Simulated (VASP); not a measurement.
# Ta (Im-3m) in VASP: relaxation of cell and atoms with LDA

Aim: the relaxation of cell and atoms of Ta with LDA.

Program: VASP 6.6.1. These are calculated values, not measurements. Logs are shortened: lines on timing, memory, paths and dates and some standing lists are left out, and cuts for length are marked.

**1. The cell of the first run**

The structure is cubic, space group Im-3m (No. 229). The conventional cell has a = 3.253 Å, b = 3.253 Å, c = 3.253 Å, α = 90.00°, β = 90.00°, γ = 90.00°. Ta (site symmetry m-3m) has 14 Ta at 2.82 to 3.25 Å within 3.7 Å.

**2. Relaxation of cell and atoms, LDA**

Input file INCAR:

```
SYSTEM = Ta
ALGO = Fast ; EDIFF = 1E-6
EDIFFG = -0.001 ; ENCUT = 600
IBRION = 2 ; ISIF = 3
ISMEAR = -1 ; LASPH = .True.
LCHARG = .False. ; LREAL = .False.
LWAVE = .False. ; NELM = 60
NSW = 80 ; PREC = Accurate
SIGMA = 0.15
```

Input file KPOINTS:

```
k-points
0
Gamma
  16 16 16
  0 0 0
```

Input file POSCAR:

```
Ta
1.0
   -1.6263540842      1.6263540842      1.6263540842
    1.6263540842     -1.6263540842      1.6263540842
    1.6263540842      1.6263540842     -1.6263540842
Ta
1
Direct
    0.0000000000      0.0000000000      0.0000000000
```

Potentials or basis: VASP PAW LDA potentials, release 64 (Ta_pv).

The run is started by

```
$ cat potpaw_LDA.64/Ta_pv/POTCAR > POTCAR
$ mpirun -np 1 vasp_std > vasp.out
```

OUTCAR:

```text
SYSTEM = Ta
   EDIFF = 1E-6
   EDIFFG = -0.001
   ENCUT = 600
   IBRION = 2
   ISIF = 3
   ISMEAR = -1
   LASPH = .True.
   LREAL = .False.
   NELM = 60
   NSW = 80
   PREC = Accurate

 ion  position               nearest neighbor table
   1  0.000  0.000  0.000-

  LATTYP: Found a body centered cubic cell.
 ALAT       =     3.2527081684

  Lattice vectors:

 A1 = (  -1.6263540842,   1.6263540842,   1.6263540842)
 A2 = (   1.6263540842,  -1.6263540842,   1.6263540842)
 A3 = (   1.6263540842,   1.6263540842,  -1.6263540842)

Analysis of symmetry for initial positions (statically):
=====================================================================
 Subroutine PRICEL returns:
 Original cell was already a primitive cell.

 Routine SETGRP: Setting up the symmetry group for a
 body centered cubic supercell.

 Subroutine GETGRP returns: Found 48 space group operations
 (whereof 48 operations were pure point group operations)
 out of a pool of 48 trial point group operations.

The static configuration has the point symmetry O_h .

Analysis of symmetry for dynamics (positions and initial velocities):
=====================================================================
 Subroutine PRICEL returns:
 Original cell was already a primitive cell.

 Routine SETGRP: Setting up the symmetry group for a
 body centered cubic supercell.

 Subroutine GETGRP returns: Found 48 space group operations
 (whereof 48 operations were pure point group operations)
 out of a pool of 48 trial point group operations.

The dynamic configuration has the point symmetry O_h .

 Subroutine INISYM returns: Found 48 space group operations
 (whereof 48 operations are pure point group operations),
 and found     1 'primitive' translations

----------------------------------------------------------------------------------------

                                     Primitive cell

  volume of cell :      17.2070

  direct lattice vectors                    reciprocal lattice vectors
    -1.626354084  1.626354084  1.626354084     0.000000000  0.307436127  0.307436127
     1.626354084 -1.626354084  1.626354084     0.307436127  0.000000000  0.307436127
     1.626354084  1.626354084 -1.626354084     0.307436127  0.307436127  0.000000000

  length of vectors
     2.816927905  2.816927905  2.816927905     0.434780340  0.434780340  0.434780340

  position of ions in fractional coordinates (direct lattice)
     0.000000000  0.000000000  0.000000000

  ion indices of the primitive-cell ions
   primitive index   ion index
[... 99 lines left out ...]
   LHFCALC =     F    Hartree Fock is set to
   AEXX    =    0.0000 exact exchange contribution
   IVDW    =     0    specifies the selected vdW correction
   LEPSILON=     F    determine dielectric tensor
   LRPA    =     F    only Hartree local field effects (RPA)
 conjugate gradient relaxation of ions
 non-spin polarized calculation
 RMM-DIIS sequential band-by-band and
  energy-cutoff  :      600.00
  volume of cell :       17.21
 maximum number of plane-waves:       603
   NGX = 11   NGY = 11   NGZ = 11

--------------------------------------- Ionic step        1  -------------------------------------------

 number of electron      10.9999999 magnetization

 Free energy of the ion-electron system (eV)
  ---------------------------------------------------
  ext. energy  EPLUGINS =         0.00000000
  ---------------------------------------------------
  free energy    TOTEN  =       -12.87351481 eV

  energy without entropy =      -12.78012294  energy(sigma->0) =      -12.82681887

------------------------ aborting loop because EDIFF is reached ----------------------------------------

  FORCE on cell =-STRESS in cart. coord.  units (eV):
  Direction    XX          YY          ZZ          XY          YZ          ZX
  --------------------------------------------------------------------------------------
  -------------------------------------------------------------------------------------
  Total        0.1603032      0.1603032      0.1603032      0.0000000      0.0000000      0.0000000
  in kB       14.9261356     14.9261356     14.9261356      0.0000000      0.0000000      0.0000000
  external PRESSURE =      14.9261356 kB  Pullay stress =       0.0000000 kB
[... 86 lines left out ...]
  FREE ENERGIE OF THE ION-ELECTRON SYSTEM (eV)
  ---------------------------------------------------
  free  energy   TOTEN  =       -12.8740353044 eV

  energy  without entropy=      -12.7800110127  energy(sigma->0) =      -12.82702316

[... ionic steps 4 to 27 ...]

--------------------------------------- Ionic step       28  -------------------------------------------

 number of electron      11.0000000 magnetization

------------------------ aborting loop because EDIFF is reached ----------------------------------------
[... 65 lines left out ...]
--------------------------------------- Ionic step       30  -------------------------------------------

 number of electron      11.0000000 magnetization

 Free energy of the ion-electron system (eV)
  ---------------------------------------------------
  ext. energy  EPLUGINS =         0.00000000
  ---------------------------------------------------
  free energy    TOTEN  =       -12.87403429 eV

  energy without entropy =      -12.78001409  energy(sigma->0) =      -12.82702419

 E-fermi :   5.7563     XC(G=0): -12.9947

 val. band max:        5.7474552725   @ k =   0.3125   0.0625   0.0000
 cond. band min:       5.7715308494   @ k =   0.3125   0.1250   0.1250
 fundamental gap:      0.0240755769
 Fermi energy:         5.7563437076

 k-point     1 :       0.0000    0.0000    0.0000
  band No.  band energies     occupation
      1     -27.0127      2.00000
      2     -27.0127      2.00000
      3     -27.0127      2.00000
      4      -2.2603      2.00000
      5       6.3983      0.02731
      6       6.3983      0.02731
      7       6.3983      0.02731
      8       9.7966      0.00000
      9       9.7966      0.00000
[... 265 lines left out ...]
 k-point    24 :       0.2500    0.1875   -0.0000
  band No.  band energies     occupation
      1     -28.0837      2.00000
      2     -27.4562      2.00000
      3     -27.1310      2.00000
      4       2.0139      2.00000
      5       4.3765      1.99980
      6       5.1213      1.97141
      7       9.1287      0.00000
      8      10.7098      0.00000
      9      12.7754      0.00000

 [... further k-points ...]
[... 5 lines left out ...]
  --------------------------------------------------------------------------------------
  -------------------------------------------------------------------------------------
  Total       -0.0002983     -0.0002983     -0.0002983      0.0000000     -0.0000000      0.0000000
  in kB       -0.0275941     -0.0275941     -0.0275941      0.0000000     -0.0000000      0.0000000
  external PRESSURE =      -0.0275941 kB  Pullay stress =       0.0000000 kB
[... 16 lines left out ...]
  FREE ENERGIE OF THE ION-ELECTRON SYSTEM (eV)
  ---------------------------------------------------
  free  energy   TOTEN  =       -12.8740342867 eV

  energy  without entropy=      -12.7800140869  energy(sigma->0) =      -12.82702419

 reached required accuracy - stopping structural energy minimisation
```

OSZICAR:

```text
N       E                     dE             d eps       ncg     rms          rms(c)
DAV:   1     0.513014977310E+02    0.51301E+02   -0.70843E+03  2618   0.131E+03
DAV:   2    -0.125511653433E+02   -0.63853E+02   -0.62882E+02  3362   0.264E+02
DAV:   3    -0.133287001347E+02   -0.77753E+00   -0.74844E+00  3095   0.285E+01
[... 139 lines left out ...]
DAV:   1    -0.128740342991E+02    0.14146E-07   -0.31590E-07  1305   0.867E-03    0.866E-04
RMM:   2    -0.128740342863E+02    0.12765E-07   -0.10410E-23    80   0.163E-03
  29 F= -.12874034E+02 E0= -.12827024E+02  d E =-.127557E-06
       N       E                     dE             d eps       ncg     rms          rms(c)
DAV:   1    -0.128740342865E+02    0.12623E-07   -0.27386E-08  1305   0.185E-03    0.570E-04
RMM:   2    -0.128740342867E+02   -0.25102E-09   -0.28948E-19    18   0.581E-04
  30 F= -.12874034E+02 E0= -.12827024E+02  d E =-.127950E-06
```

CONTCAR:

```text
Ta
   1.00000000000000
    -1.6299739540394249    1.6299739540394249    1.6299739540394249
     1.6299739540394249   -1.6299739540394249    1.6299739540394249
     1.6299739540394249    1.6299739540394249   -1.6299739540394249
  Ta
     1
Direct
     0.0000000000000000    0.0000000000000000    0.0000000000000000

  0.00000000E+00  0.00000000E+00  0.00000000E+00
```

Wall time 61 s (1 thread of Intel Xeon 6975P-C (Granite Rapids), shared host); peak memory 0.17 GiB.

What came out:

- Free energy: -12.8740 eV
- Relaxed volume: 17.32 Å³/atom
- Relaxed cell: a = 2.823 Å, b = 2.823 Å, c = 2.823 Å, α = 109.47°, β = 109.47°, γ = 109.47°
- Space group after relaxing (to 0.05 Å): Im-3m (No. 229)
- Energy gained by relaxing: 0.5 meV/atom
- Ionic steps: 30
- Pressure after relaxing: 0.0 GPa

Step by step:
```
step  energy change (eV)  largest force (eV/Å)  pressure (GPa)  volume (Å³)
   1              0.0000                0.0000            1.49        17.21
   2              0.0026                0.0000           -3.46        17.61
   3             -0.0005                0.0000           -0.14        17.32
   4             -0.0005                0.0000            0.08        17.31
   5             -0.0005                0.0000            0.07        17.32
   6             -0.0005                0.0000            0.03        17.32
   7             -0.0005                0.0000            0.02        17.32
   8             -0.0005                0.0000            0.02        17.32
   9             -0.0005                0.0000            0.01        17.32
  10             -0.0005                0.0000            0.01        17.32
  11             -0.0005                0.0000            0.01        17.32
  12             -0.0005                0.0000            0.01        17.32
  13             -0.0005                0.0000            0.01        17.32
  14             -0.0005                0.0000            0.01        17.32
  15             -0.0005                0.0000            0.02        17.32
  16             -0.0005                0.0000            0.01        17.32
  17             -0.0005                0.0000            0.02        17.32
  18             -0.0005                0.0000            0.02        17.32
  19             -0.0005                0.0000           -0.05        17.33
  20             -0.0005                0.0000           -0.09        17.32
  21             -0.0005                0.0000           -0.05        17.32
  22             -0.0005                0.0000           -0.03        17.32
  23             -0.0005                0.0000           -0.03        17.32
  24             -0.0005                0.0000           -0.04        17.32
  25             -0.0005                0.0000            0.02        17.32
  26             -0.0005                0.0000            0.04        17.32
  27             -0.0005                0.0000            0.04        17.32
  28             -0.0005                0.0000            0.02        17.32
  29             -0.0005                0.0000            0.02        17.32
  30             -0.0005                0.0000            0.00        17.32
```

Final structure:
```cif
data_structure
_symmetry_space_group_name_H-M 'P 1'
_symmetry_Int_Tables_number 1
_cell_length_a 2.8232
_cell_length_b 2.8232
_cell_length_c 2.8232
_cell_angle_alpha 109.471
_cell_angle_beta 109.471
_cell_angle_gamma 109.471
_cell_volume 17.32
loop_
_atom_site_label
_atom_site_type_symbol
_atom_site_fract_x
_atom_site_fract_y
_atom_site_fract_z
_atom_site_occupancy
Ta1 Ta 0.00000 0.00000 0.00000 1
```

Levels at points of the mesh, in eV from the Fermi level:
```tsv
k point	band 4	band 5	band 6	band 7	band 8	band 9
(0.00, 0.00, 0.00)	-8.02	0.64	0.64	0.64	4.04	4.04
(0.50, 0.00, 0.00)	-4.58	-1.73	1.90	3.95	5.01	8.11
(0.50, 0.50, 0.50)	-4.09	-4.09	7.08	7.08	7.08	9.09
```

Caveat: spin-orbit coupling is left out, which moves the levels of the heavy elements.
